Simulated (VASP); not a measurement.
BN (sol2): single point with PBEsol

The system is BN (sol2).

```
CELL_PARAMETERS angstrom
2.50245 0.00000 0.00000
-1.25123 2.16719 0.00000
0.00000 0.00000 4.11440
ATOMIC_POSITIONS crystal
B 0.33333 0.66667 0.99981
B 0.66667 0.33333 0.49981
N 0.33333 0.66667 0.37419
N 0.66667 0.33333 0.87419
```

This cell differs from its parent crystal: strained cell.

```json
{
 "Program": "VASP 6.6.1",
 "Task": "single point",
 "Functional": "PBEsol",
 "Potentials or basis": "VASP PAW PBE potentials, release 64 (B, N)",
 "Cutoff": "520 eV",
 "k mesh": "9 × 9 × 6",
 "Occupations": "gaussian, width 0.02 eV",
 "Spin": "no spin polarisation"
}
```

```
Pressure               : 22.9 GPa
Band gap on the k mesh : 4.87 eV, indirect (least direct gap 8.43 eV)
```

Stress tensor (GPa, compression positive):
```
20.51  0.00  0.00
 0.00 20.51  0.00
 0.00  0.00 27.73
```

Levels at points of the mesh, in eV from the valence-band top:
```csv
k point,band 5,band 6,band 7,band 8,band 9,band 10,band 11,band 12
"(0.00, 0.00, 0.00)",-2.31,-0.29,0.00,0.00,8.48,8.48,9.06,10.06
"(0.00, 0.00, 0.50)",-1.29,-1.29,-1.29,-1.29,9.87,9.87,10.13,10.13
```

Run time: 8.6 s on 1 thread of Intel(R) Xeon(R) Platinum 8559C (Emerald Rapids), on a shared host, peak memory 0.13 GiB.

Caveat: the cell differs from its parent crystal (strained cell); the PAW data sets were made with another functional, which shifts forces and pressure a little. A k mesh can miss the band edges.
